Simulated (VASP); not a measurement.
Set up this calculation in VASP 6.6.1, as the native input.

```yaml
Task: single point
Functional: PBE
Potentials_or_basis: VASP PAW PBE potentials, release 64 (Cd, F)
Cutoff: 520 eV
k_mesh: 8 × 8 × 8
Occupations: gaussian, width 0.05 eV
Spin: no spin polarisation
Dipole_correction: no
Further_INCAR_settings: ALGO = Normal; EDIFF = 1e-07; NBANDS = 20
```

The structure of CdF2 lies in POSCAR:

```
CdF2
1.0
    0.0000000000      2.6535900000      2.7344100000
    2.6535900000      0.0000000000      2.7344100000
    2.6535900000      2.6535900000      0.0000000000
Cd F
1 2
Direct
    0.0000000000      0.0000000000      0.0000000000
    0.2500000000      0.2500000000      0.2500000000
    0.7500000000      0.7500000000      0.7500000000
```

This cell differs from its parent crystal: strain -0.015 along x and y, +0.015 along z.

These files were run (other wordings do the same):

INCAR

```
PREC = Accurate ; ENCUT = 520
EDIFF = 1E-7 ; ISMEAR = 0
SIGMA = 0.05 ; LREAL = F
LASPH = T ; NELM = 60
ALGO = Normal ; ISIF = 2
LWAVE = F ; LCHARG = T
GGA = PE ; LELF = T
LVHAR = T ; NBANDS = 20
```

KPOINTS

```
Automatic mesh
0
Gamma
  8 8 8
```

Potentials or basis: VASP PAW PBE potentials, release 64 (Cd, F).

The run is started by

```console
$ cat potpaw_PBE.64/Cd/POTCAR potpaw_PBE.64/F/POTCAR > POTCAR
$ mpirun -np 1 vasp_std > vasp.out
```

Results of the run:

| Quantity | Value |
| --- | --- |
| Pressure | 8.1 GPa |
| Band gap on the k mesh | 3.09 eV (least direct gap 3.54 eV) |

Caveat: the cell differs from its parent crystal (strain -0.015 along x and y, +0.015 along z); the cell stands under pressure.

Wall time 60 s on 1 thread of Intel Xeon 8259CL, on a shared host, peak memory 0.18 GiB.
